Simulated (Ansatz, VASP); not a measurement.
Two plane-wave programs on Li4NbO4

```
Li Nb O
1.0
    -3.81195    3.81195    1.63010
     3.81195   -3.81195    1.63010
     3.81195    3.81195   -1.63010
Li Nb O
4 1 4
Direct
  0.28103 0.13077 0.41180
  0.84267 0.33415 0.17683
  0.15733 0.66585 0.82317
  0.66585 0.84267 0.50852
  0.00000 0.00000 0.00000
  0.75893 0.07971 0.83864
  0.92029 0.75893 0.67922
  0.07971 0.24107 0.32078
  0.24107 0.92029 0.16136
```

Alike in both runs: task single point; functional PBEsol; k mesh 10 × 10 × 10; occupations gaussian, width 0.05 eV; no spin polarisation.

```csv
,VASP,Ansatz
version,VASP 6.6.1,Ansatz 0.2.0
potentials or method,"VASP PAW PBE potentials, release 64 (Li_sv, Nb_sv, O), cutoff 520 eV","scalar-relativistic, plane waves, PAW"
valence electrons in the cell,49,49
```

Ansatz gave:

| Quantity | Value |
| --- | --- |
| rms of the force components (eV/Å) | 0.996 |

**Question.** Estimate VASP's values.

**Answer.** rms of the force components (eV/Å): 1.019.

VASP's potentials were made for PBE, not for PBEsol, and Ansatz warns of the same on its side. Atom by atom the forces differ by 0.031 eV/Å (rms over components). The functional is the same, so the differences come from potentials, cutoffs and numerics.

Noted on VASP's run: the cutoff is under 1.25 times that of the potentials, so the pressure is a little rough.
